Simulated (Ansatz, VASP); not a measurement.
Two plane-wave programs on ZrB2

INCAR

```
SYSTEM = ZrB2
PREC = Accurate
ENCUT = 520
EDIFF = 1E-6
ISMEAR = 0
SIGMA = 0.15
LREAL = .False.
LASPH = .True.
NELM = 80
ALGO = Normal
ISIF = 2
LWAVE = .False.
LCHARG = .False.
NBANDS = 16
```

Contents of KPOINTS:

```
Automatic mesh
0
Gamma
  18 18 12
  0 0 0
```

Contents of POSCAR:

```
ZrB2
1.0
    2.9083194764      0.0000000000      0.0000000000
   -1.4541597382      2.5186785489      0.0000000000
    0.0000000000      0.0000000000      3.8858056524
Zr B
1 2
Direct
    0.0000000000      0.0000000000      0.0000000000
    0.3333333333      0.6666666667      0.5000000000
    0.6666666667      0.3333333333      0.5000000000
```

Input for Ansatz:

```yaml
crystal:
  lattice:
    - [2.9083194764, 0.0, 0.0]
    - [-1.4541597382, 2.5186785489, 0.0]
    - [0.0, 0.0, 3.8858056524]
  atoms:
    - { symbol: Zr, position: [0.0, 0.0, 0.0] }
    - { symbol: B, position: [0.3333333333, 0.6666666667, 0.5] }
    - { symbol: B, position: [0.6666666667, 0.3333333333, 0.5] }
basis:
  ecutwfc: 520.0
kpoints:
  mp_grid: { grid: [18, 18, 12] }
hamiltonian:
  xc: lda
  pseudopotentials: { kind: paw }
scf:
  occupations: { method: gaussian, width: 0.15 }
output:
  forces: true
  stress: true
  eigenvalues: true
```

Alike in both runs: task single point; functional LDA; k mesh 18 × 18 × 12; occupations gaussian, width 0.15 eV; no spin polarisation.

```csv
,VASP,Ansatz
version,VASP 6.6.1,Ansatz 0.2.0
potentials or method,"VASP PAW LDA potentials, release 64 (Zr_sv, B), cutoff 520 eV","scalar-relativistic, plane waves, PAW"
valence electrons in the cell,18,18
```

|  | VASP | Ansatz | Ansatz less VASP |
| --- | --- | --- | --- |
| gap on the k mesh at the Fermi level (eV) | none | none | - |
| pressure (GPa) | 17.5 | 17.0 | -0.55 |
| traceless stress, the component that is largest in VASP (GPa) | -44.87 | -44.90 | -0.031 |

LDA's correlation is that of Perdew and Zunger in VASP and of Perdew and Wang (1992) in Ansatz. A gap of «none» marks a metal or a gap that the smearing closes.
